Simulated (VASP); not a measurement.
Write the native input for VASP 6.6.1 that does the following.

- Task: relaxation of cell and atoms
- Functional: PBE
- Potentials or basis: VASP PAW PBE potentials, release 64 (Na_sv, H_h)
- Cutoff: 1230 eV
- k mesh: 4 × 4 × 4
- Occupations: gaussian, width 0.1 eV
- Spin: no spin polarisation
- Dipole correction: no
- Further INCAR settings: ALGO = Normal; EDIFF = 1e-07; IBRION = 2; EDIFFG = -0.04; NSW = 90; ISIF = 3

The structure of Na3H lies in POSCAR:

```
Na3H
1.0
    4.0358426600      0.0000000000      0.0000000000
    0.0000000000      4.0358426600      0.0000000000
    0.0000000000      0.0000000000      3.9943597200
Na H
3 1
Direct
    0.0000000000      0.5000000000      0.5000000000
    0.5000000000      0.0000000000      0.5000000000
    0.5000000000      0.5000000000      0.0000000000
    0.0000000000      0.0000000000      0.0000000000
```

The cell was generated, and may not be a known phase.

The input as run:

INCAR

```
ALGO     = Normal         # electronic algorithm
EDIFF    = 1E-7           # SCF threshold, eV
EDIFFG   = -0.04          # ionic threshold
ENCUT    = 1230           # plane-wave cutoff, eV
GGA      = PE             # functional
GGA_COMPAT= F            
IBRION   = 2              # ionic algorithm
ISIF     = 3              # what is computed and relaxed
ISMEAR   = 0              # smearing method
LASPH    = T              # aspherical terms in the spheres
LCHARG   = F              # write CHGCAR
LREAL    = F              # projectors in reciprocal space
LWAVE    = F              # write WAVECAR
NELM     = 120            # most SCF steps
NELMIN   = 4            
NSW      = 90             # ionic steps
PREC     = Accurate       # precision mode
SIGMA    = 0.1            # smearing width, eV
```

KPOINTS

```
k-points
0
Gamma
  4 4 4
```

Potentials or basis: VASP PAW PBE potentials, release 64 (Na_sv, H_h).

Run with:

```bash
$ cat potpaw_PBE.64/Na_sv/POTCAR potpaw_PBE.64/H_h/POTCAR > POTCAR
$ mpirun -np 1 vasp_std > vasp.out
```

Results of the run:

```json
{
  "Relaxed volume": "25.25 Å³/atom",
  "Relaxed cell": "a = 4.673 Å, b = 4.673 Å, c = 4.626 Å, α = 90.00°, β = 90.00°, γ = 90.00°",
  "Space group after relaxing (to 0.1 Å)": "Pm-3m (No. 221)",
  "Energy gained by relaxing": "225.0 meV/atom",
  "Ionic steps": "5",
  "Pressure after relaxing": "0.0 GPa",
  "Band gap on the k mesh": "zero (bands 14 and 15 overlap by 0.66 eV)"
}
```

Caveat: the k points lie up to 0.34 Å⁻¹ apart in the final cell, too coarse for converged energies and pressures of a metal; the volume moved by over 15 % at a fixed basis, so the end points are rough.

Run time: 4.1 min on 1 thread of Intel(R) Xeon(R) Platinum 8259CL CPU @ 2.50GHz (Skylake/Cascade Lake) (shared host), peak memory 0.35 GiB.
